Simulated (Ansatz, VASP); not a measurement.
**AlH6 in VASP and in Ansatz**

The input INCAR:

```
  PREC = Accurate
  ENCUT = 600
  EDIFF = 1E-6
  ISMEAR = 0
  SIGMA = 0.1
  LREAL = False
  LASPH = True
  NELM = 80
  ALGO = Normal
  ISIF = 3
  LWAVE = False
  LCHARG = False
  GGA = PE
  IBRION = 2
  NSW = 100
  EDIFFG = -0.01
```

Contents of KPOINTS:

```
Automatic mesh
0
Gamma
  12 12 10
```

File POSCAR:

```
AlH6
1.0
    3.8450937877      0.0000000000      0.0000000000
   -1.9225468939      3.3299489001      0.0000000000
    0.0000000000      0.0000000000      3.7175455094
Al H
1 6
Direct
    0.0000000000      0.0000000000      0.0000000000
    0.5111437625      0.4888562375      0.0000000000
    0.5111437625      0.0222875250      0.0000000000
    0.9777124750      0.4888562375      0.0000000000
    0.0000000000      0.0000000000      0.5000000000
    0.3333333333      0.6666666667      0.3989361355
    0.3333333333      0.6666666667      0.6010638645
```

Input for Ansatz:

```yaml
crystal:
  lattice:
    - [3.8450937877, 0.0, 0.0]
    - [-1.9225468939, 3.3299489001, 0.0]
    - [0.0, 0.0, 3.7175455094]
  atoms:
    - { symbol: Al, position: [0.0, 0.0, 0.0] }
    - { symbol: H, position: [0.5111437625, 0.4888562375, 0.0] }
    - { symbol: H, position: [0.5111437625, 0.022287525, 0.0] }
    - { symbol: H, position: [0.977712475, 0.4888562375, 0.0] }
    - { symbol: H, position: [0.0, 0.0, 0.5] }
    - { symbol: H, position: [0.3333333333, 0.6666666667, 0.3989361355] }
    - { symbol: H, position: [0.3333333333, 0.6666666667, 0.6010638645] }
basis:
  ecutwfc: 420
kpoints:
  mp_grid: { grid: [12, 12, 10] }
hamiltonian:
  xc: pbe
scf:
  occupations: { method: gaussian, width: 0.1 }
output:
  forces: true
  stress: true
  eigenvalues: true
relax:
  adjacent_minimum: "off"
  f_tol: 0.01
  max_steps: 80
  cell: { stress_tol: 0.05 }
```

Alike in both runs: task relaxation of cell and atoms; functional PBE; k mesh 12 × 12 × 10; occupations gaussian, width 0.1 eV; no spin polarisation.

```csv
,VASP,Ansatz
version,VASP 6.6.1,Ansatz 0.2.0
potentials or method,"VASP PAW PBE potentials, release 64 (Al, H), cutoff 600 eV","scalar-relativistic, plane waves, PAW"
valence electrons in the cell,9,9
```

```tsv
	VASP	Ansatz	Ansatz less VASP
gap on the k mesh at the Fermi level, each at its own relaxed structure (eV)	none	none	-
relaxed volume (Å³/atom)	6.77	6.79	+0.018
relaxed cell length with the largest relative difference (Å)	3.711	3.716	+0.0052
```

A gap of «none» marks a metal or a gap that the smearing closes.
